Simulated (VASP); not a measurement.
Write the native input for VASP 6.6.1 that does the following.

| Quantity | Value |
| --- | --- |
| Task | single point |
| Functional | PBE |
| Potentials or basis | VASP PAW PBE potentials, release 64 (Bi_d) |
| Cutoff | 520 eV |
| k mesh | 8 × 8 × 8 |
| Occupations | gaussian, width 0.1 eV |
| Spin | no spin polarisation |
| Dipole correction | no |
| Further INCAR settings | ALGO = Normal; EDIFF = 1e-06; NBANDS = 14 |

The structure of Bi lies in POSCAR:

```
Bi
1.0
   -1.7736140131      1.7736140131      1.7736140131
    1.7736140131     -1.7736140131      1.7736140131
    1.7736140131      1.7736140131     -1.7736140131
Bi
1
Direct
    0.0000000000      0.0000000000      0.0000000000
```

These files were run (other wordings do the same):

INCAR

```
SYSTEM = Bi
PREC     = Accurate       ! precision mode
ENCUT    = 520            ! plane-wave cutoff, eV
EDIFF    = 1E-6           ! SCF threshold, eV
ISMEAR   = 0              ! smearing method
SIGMA    = 0.1            ! smearing width, eV
LREAL    = .False.        ! projectors in reciprocal space
LASPH    = .True.         ! aspherical terms in the spheres
NELM     = 80             ! most SCF steps
ALGO     = Normal         ! electronic algorithm
ISIF     = 2              ! what is computed and relaxed
LWAVE    = .False.        ! write WAVECAR
LCHARG   = .False.        ! write CHGCAR
GGA      = PE             ! functional
NBANDS   = 14             ! bands
```

KPOINTS

```
regular mesh
0
Gamma
  8 8 8
  0 0 0
```

Potentials or basis: VASP PAW PBE potentials, release 64 (Bi_d).

Run with:

```console
$ cat potpaw_PBE.64/Bi_d/POTCAR > POTCAR
$ mpirun -np 1 vasp_std > vasp.out
```

Results of the run:

```
Pressure : 40.7 GPa
```

Run time: 12 s on 1 thread of AMD EPYC 7R13, on a shared host, peak memory 0.11 GiB.
